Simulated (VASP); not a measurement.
The system is HgH2.

```xyz
6
Lattice="3.7509 0.0000 0.0000 0.0000 3.7509 0.0000 0.0000 0.0000 7.4248" Properties=species:S:1:pos:R:3 pbc="T T T"
Hg    0.0000    1.8754    6.3034
Hg    1.8754    0.0000    1.1214
H     0.0000    0.0000    0.0000
H     1.8754    1.8754    0.0000
H     0.0000    1.8754    4.6511
H     1.8754    0.0000    2.7736
```

Base run:

- Program: VASP 6.6.1
- Functional: PBE
- Potentials or basis: VASP PAW PBE potentials, release 64 (Hg_sv_GW, H)
- Cutoff: 500 eV
- k mesh: 10 × 10 × 6
- Occupations: gaussian, width 0.1 eV
- Spin: no spin polarisation

Its results: band gap on the k mesh zero (band 22 reaches 1.63 eV, above the bottom of band 23 at 1.30 eV); pressure -0.7 GPa; largest force 0.004 eV/Å.

Q: The run is repeated on the same cell with these changes: potentials or basis from VASP PAW PBE potentials, release 64 (Hg_sv_GW, H) to VASP PAW PBE potentials, release 64 (Hg, H); cutoff from 500 eV to 520 eV; further incar settings from ALGO = Normal; EDIFF = 1e-06; NBANDS = 31 to ALGO = Normal; EDIFF = 1e-06; NBANDS = 23; valence electrons from 44 to 28. What comes out?

A: Band gap on the k mesh zero (band 14 reaches 0.18 eV, above the bottom of band 15 at -0.18 eV); pressure 0.1 GPa; largest force 0.069 eV/Å.

Caveats: spin-orbit coupling is left out, which moves the levels of the heavy elements.
